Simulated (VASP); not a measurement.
# PbS (F-43m) in VASP: density of states with PBE

Aim: the density of states of PbS with PBE.

Program: VASP 6.6.1. These are calculated values, not measurements. Logs are shortened: lines on timing, memory, paths and dates and some standing lists are left out, and cuts for length are marked.

### Step 1. The cell of the first run

The structure is cubic, space group F-43m (No. 216). Conventional cell: a = 6.648 Å, b = 6.648 Å, c = 6.648 Å, α = 90.00°, β = 90.00°, γ = 90.00°. Within 3.8 Å of Pb (site symmetry -43m) lie 4 S at 2.88 Å. Within 3.8 Å of S (site symmetry -43m) lie 4 Pb at 2.88 Å.

### Step 2. Density of states, PBE

File POSCAR:

```
PbS
1.0
    0.0000000000      3.3238313106      3.3238313106
    3.3238313106      0.0000000000      3.3238313106
    3.3238313106      3.3238313106      0.0000000000
Pb S
1 1
Direct
    0.0000000000      0.0000000000      0.0000000000
    0.2500000000      0.2500000000      0.2500000000
```

File INCAR.step1:

```
PREC = Accurate
ENCUT = 520
EDIFF = 1E-7
ISMEAR = 0
SIGMA = 0.05
LREAL = F
LASPH = T
NELM = 80
ALGO = Normal
ISIF = 2
LWAVE = F
LCHARG = T
GGA = PE
NBANDS = 17
```

File KPOINTS.step1:

```
regular mesh
0
Gamma
  10 10 10
```

File INCAR.step2:

```
PREC = Accurate
ENCUT = 520
EDIFF = 1E-7
ISMEAR = -5
SIGMA = 0.05
LREAL = F
LASPH = T
NELM = 80
ALGO = Normal
ISIF = 2
LWAVE = F
LCHARG = F
GGA = PE
LORBIT = 10
NEDOS = 1001
ICHARG = 11
```

File KPOINTS.step2:

```
regular mesh
0
Gamma
  15 15 15
```

Potentials or basis: VASP PAW PBE potentials, release 64 (Pb_d, S).

Started as:

```console
$ cat potpaw_PBE.64/Pb_d/POTCAR potpaw_PBE.64/S/POTCAR > POTCAR
$ cp INCAR.step1 INCAR
$ cp KPOINTS.step1 KPOINTS
$ mpirun -np 1 vasp_std > vasp.out
$ cp INCAR.step2 INCAR
$ cp KPOINTS.step2 KPOINTS
$ mpirun -np 1 vasp_std > vasp.out
```

OUTCAR:

```text
PREC = Accurate
   ENCUT = 520
   EDIFF = 1E-7
   ISMEAR = -5
   LREAL = F
   LASPH = T
   NELM = 80
   ISIF = 2
   GGA = PE
   LORBIT = 10
   ICHARG = 11

 ion  position               nearest neighbor table
   1  0.000  0.000  0.000-   2 2.88   2 2.88   2 2.88   2 2.88
   2  0.250  0.250  0.250-   1 2.88   1 2.88   1 2.88   1 2.88

  LATTYP: Found a face centered cubic cell.
 ALAT       =     6.6476626212

  Lattice vectors:

 A1 = (   0.0000000000,   3.3238313106,   3.3238313106)
 A2 = (   3.3238313106,   0.0000000000,   3.3238313106)
 A3 = (   3.3238313106,   3.3238313106,   0.0000000000)

Analysis of symmetry for initial positions (statically):
=====================================================================
 Subroutine PRICEL returns:
 Original cell was already a primitive cell.

 Routine SETGRP: Setting up the symmetry group for a
 face centered cubic supercell.

 Subroutine GETGRP returns: Found 24 space group operations
 (whereof 24 operations were pure point group operations)
 out of a pool of 48 trial point group operations.

The static configuration has the point symmetry T_d .

Analysis of symmetry for dynamics (positions and initial velocities):
=====================================================================
 Subroutine PRICEL returns:
 Original cell was already a primitive cell.

 Routine SETGRP: Setting up the symmetry group for a
 face centered cubic supercell.

 Subroutine GETGRP returns: Found 24 space group operations
 (whereof 24 operations were pure point group operations)
 out of a pool of 48 trial point group operations.

The dynamic configuration has the point symmetry T_d .

 Subroutine INISYM returns: Found 24 space group operations
 (whereof 24 operations are pure point group operations),
 and found     1 'primitive' translations

----------------------------------------------------------------------------------------

                                     Primitive cell

  volume of cell :      73.4424

  direct lattice vectors                    reciprocal lattice vectors
     0.000000000  3.323831311  3.323831311    -0.150428813  0.150428813  0.150428813
     3.323831311  0.000000000  3.323831311     0.150428813 -0.150428813  0.150428813
     3.323831311  3.323831311  0.000000000     0.150428813  0.150428813 -0.150428813

  length of vectors
     4.700607318  4.700607318  4.700607318     0.260550348  0.260550348  0.260550348

  position of ions in fractional coordinates (direct lattice)
     0.000000000  0.000000000  0.000000000
     0.250000000  0.250000000  0.250000000

  ion indices of the primitive-cell ions
   primitive index   ion index
                 1           1
                 2           2

----------------------------------------------------------------------------------------

 KPOINTS: regular mesh

Automatic generation of k-mesh.
 Grid dimensions read from file:
 generate k-points for:   15   15   15

 Generating k-lattice:

  Cartesian coordinates                     Fractional coordinates (reciprocal lattice)
    -0.010028588  0.010028588  0.010028588     0.066666667  0.000000000  0.000000000
     0.010028588 -0.010028588  0.010028588     0.000000000  0.066666667  0.000000000
     0.010028588  0.010028588 -0.010028588     0.000000000  0.000000000  0.066666667

  Length of vectors
     0.017370023  0.017370023  0.017370023

  Shift w.r.t. Gamma in fractional coordinates (k-lattice)
     0.000000000  0.000000000  0.000000000

 TETIRR: Found    484 inequivalent tetrahedra from    20250

 Subroutine IBZKPT returns following result:
 ===========================================

 Found    120 irreducible k-points:

 Following reciprocal coordinates:
            Coordinates               Weight
  0.000000  0.000000  0.000000      1.000000
  0.066667  0.000000  0.000000      8.000000
  0.133333  0.000000  0.000000      8.000000
  0.200000  0.000000  0.000000      8.000000
  0.266667  0.000000  0.000000      8.000000
  0.333333  0.000000  0.000000      8.000000
[... 16 lines left out ...]
  0.133333  0.133333  0.000000      6.000000
  0.200000  0.133333  0.000000     24.000000
 [... further k-points ...]
   k-points           NKPTS =    120   k-points in BZ     NKDIM =    120   number of bands    NBANDS=     14
   number of dos      NEDOS =   1001   number of ions     NIONS =      2
   total plane-waves  NPLWV =  46656
   dimension x,y,z NGX =    36 NGY =   36 NGZ =   36
   dimension x,y,z NGXF=    72 NGYF=   72 NGZF=   72
   ions per type =               1   1
   NGX,Y,Z   is equivalent  to a cutoff of  12.73, 12.73, 12.73 a.u.
   NGXF,Y,Z  is equivalent  to a cutoff of  25.46, 25.46, 25.46 a.u.
 SYSTEM =  unknown system
   PREC   = accura    normal or accurate (medium, high low for compatibility)
   ISTART =      0    job   : 0-new  1-cont  2-samecut
   ICHARG =     11    charge: 1-file 2-atom 10-const
   ISPIN  =      1    spin polarized calculation?
   LNONCOLLINEAR =      F non collinear calculations
   LSORBIT =      F    spin-orbit coupling
   LASPH  =      T    aspherical Exc in radial PAW
   ENCUT  =  520.0 eV  38.22 Ry    6.18 a.u.   8.74  8.74  8.74*2*pi/ulx,y,z
   NELM   =     80;   NELMIN=  2; NELMDL=  0     # of ELM steps
   EDIFF  = 0.1E-06   stopping-criterion for ELM
   LREAL  =      F    real-space projection
   EDIFFG = 0.1E-05   stopping-criterion for IOM
   NSW    =      0    number of steps for IOM
   IBRION =     -1    ionic relax: 0-MD 1-quasi-New 2-CG
   NFREE  =      0    steps in history (QN), initial steepest desc. (CG)
   ISIF   =      2    stress and relaxation
   ISYM   =      2    0-nonsym 1-usesym 2-fastsym
   POTIM  = 0.5000    time-step for ionic-motion
   TEBEG  =    0.0;   TEEND  =   0.0 temperature during run
   PSTRESS=    0.0 pullay stress
   NELECT =      20.0000    total number of electrons
   NUPDOWN=      -1.0000    fix difference up-down
   EMIN   =  10.00;   EMAX   =-10.00  energy-range for DOS
   EFERMI =   0.00;   METHOD = LEGACY
   ISMEAR =    -5;   SIGMA  =   0.05  broadening in eV -4-tet -1-fermi 0-gaus
   EFERMI_NEDOS =   21; number of points for ismear=-14 and -15
   IALGO  =     38    algorithm
   IMIX   =      4    mixing-type and parameters
     AMIX     =   0.40;   BMIX     =  1.00
     AMIX_MAG =   1.60;   BMIX_MAG =  1.00
  volume/ion in A,a.u.               =      36.72       247.81
  Fermi-wavevector in a.u.,A,eV,Ry     =   1.061131  2.005248 15.320160  1.126000
  Thomas-Fermi vector in A             =   2.196537
   LORBIT       =     10    0 simple, 1 ext, 2 COOP (PROOUT), +10 PAW based schemes
   GGA     = PE    functional components
   LHFCALC =     F    Hartree Fock is set to
   AEXX    =    0.0000 exact exchange contribution
   IVDW    =     0    specifies the selected vdW correction
   LEPSILON=     F    determine dielectric tensor
   LRPA    =     F    only Hartree local field effects (RPA)
 non-spin polarized calculation
 Fermi weights with tetrahedron method with Bloechl corrections
  energy-cutoff  :      520.00
  volume of cell :       73.44
 maximum number of plane-waves:      1997

 number of electron      19.9999997 magnetization

 Free energy of the ion-electron system (eV)
  ---------------------------------------------------
  ext. energy  EPLUGINS =         0.00000000
  ---------------------------------------------------
  free energy    TOTEN  =        -8.40880278 eV

  energy without entropy =       -8.40880278  energy(sigma->0) =       -8.40880278

 E-fermi :   2.6609     XC(G=0):  -7.8352

 val. band max:        2.6511938755   @ k =  -0.2667   0.4667   0.2000
 cond. band min:       3.5368573794   @ k =   0.4667   0.4667   0.0000
 fundamental gap:      0.8856635039
 Fermi energy:         2.6609136904

 k-point     1 :       0.0000    0.0000    0.0000
  band No.  band energies     occupation
      1     -13.9555      2.00000
      2     -13.9555      2.00000
      3     -13.9555      2.00000
      4     -13.9222      2.00000
      5     -13.9222      2.00000
      6      -9.7992      2.00000
      7      -3.3121      2.00000
      8       1.0206      2.00000
      9       1.0206      2.00000
     10       1.0206      2.00000
     11       5.1809      0.00000
     12       5.1809      0.00000
     13       5.1809      0.00000
     14       7.9689      0.00000

 k-point     2 :       0.0667    0.0000    0.0000
  band No.  band energies     occupation
      1     -13.9567      2.00000
      2     -13.9550      2.00000
      3     -13.9550      2.00000
      4     -13.9222      2.00000
      5     -13.9222      2.00000
      6      -9.7749      2.00000
      7      -3.3882      2.00000
      8       0.9952      2.00000
      9       0.9952      2.00000
     10       1.0368      2.00000
     11       5.1141      0.00000
     12       5.2243      0.00000
     13       5.2243      0.00000
     14       8.2016      0.00000

 k-point     3 :       0.1333    0.0000    0.0000
  band No.  band energies     occupation
      1     -13.9600      2.00000
      2     -13.9535      2.00000
      3     -13.9535      2.00000
      4     -13.9220      2.00000
      5     -13.9220      2.00000
      6      -9.7042      2.00000
      7      -3.5986      2.00000
      8       0.9259      2.00000
      9       0.9259      2.00000
     10       1.0632      2.00000
     11       5.0229      0.00000
     12       5.3412      0.00000
     13       5.3412      0.00000
     14       8.7594      0.00000
[... 324 lines left out ...]
 k-point    23 :       0.1333    0.1333    0.0000
  band No.  band energies     occupation
      1     -13.9640      2.00000
      2     -13.9515      2.00000
      3     -13.9515      2.00000
      4     -13.9234      2.00000
      5     -13.9208      2.00000
      6      -9.6720      2.00000
      7      -3.6829      2.00000
      8       0.7723      2.00000
      9       0.7723      2.00000
     10       1.3548      2.00000
     11       4.6178      0.00000
     12       5.5779      0.00000
     13       5.5779      0.00000
     14       9.0119      0.00000

 k-point    24 :       0.2000    0.1333    0.0000
  band No.  band energies     occupation
      1     -13.9682      2.00000
      2     -13.9496      2.00000
      3     -13.9493      2.00000
      4     -13.9239      2.00000
      5     -13.9201      2.00000
      6      -9.5897      2.00000
      7      -3.8975      2.00000
      8       0.6446      2.00000
      9       0.6588      2.00000
     10       1.4828      2.00000
     11       4.4875      0.00000
     12       5.7549      0.00000
     13       5.7723      0.00000
     14       9.3988      0.00000

 [... further k-points ...]
[... 5 lines left out ...]
  --------------------------------------------------------------------------------------
  -------------------------------------------------------------------------------------
  Total       -0.0231131     -0.0231131     -0.0231131     -0.0000000     -0.0000000      0.0000000
  in kB       -0.5042213     -0.5042213     -0.5042213     -0.0000000     -0.0000000      0.0000000
  external PRESSURE =      -0.5042213 kB  Pullay stress =       0.0000000 kB

 VOLUME and BASIS-vectors are now :
 -----------------------------------------------------------------------------
  energy-cutoff  :      520.00
  volume of cell :       73.44
      direct lattice vectors                 reciprocal lattice vectors
     0.000000000  3.323831311  3.323831311    -0.150428813  0.150428813  0.150428813
     3.323831311  0.000000000  3.323831311     0.150428813 -0.150428813  0.150428813
     3.323831311  3.323831311  0.000000000     0.150428813  0.150428813 -0.150428813

 POSITION                                       TOTAL-FORCE (eV/Angst)
 -----------------------------------------------------------------------------------
      0.00000      0.00000      0.00000        -0.000000     -0.000000     -0.000000
      1.66192      1.66192      1.66192         0.000000      0.000000      0.000000
 -----------------------------------------------------------------------------------
    total drift:                                0.000000      0.000000      0.000000

  FREE ENERGIE OF THE ION-ELECTRON SYSTEM (eV)
  ---------------------------------------------------
  free  energy   TOTEN  =        -8.4088027758 eV

  energy  without entropy=       -8.4088027758  energy(sigma->0) =       -8.40880278

 total charge

# of ion       s       p       d       tot
------------------------------------------
    1        1.489   0.517   9.830  11.836
    2        1.355   2.328   0.000   3.683
--------------------------------------------------
tot          2.844   2.845   9.830  15.519
```

Wall time 77 s (1 thread of Intel Xeon 6975P-C (Granite Rapids), shared host); peak memory 0.28 GiB.

What came out:

```yaml
Valence_electrons_inside_the_program's_atomic_spheres: Pb 11.84; S 3.68
```

Caveat: spin-orbit coupling is left out, which moves the levels of the heavy elements.
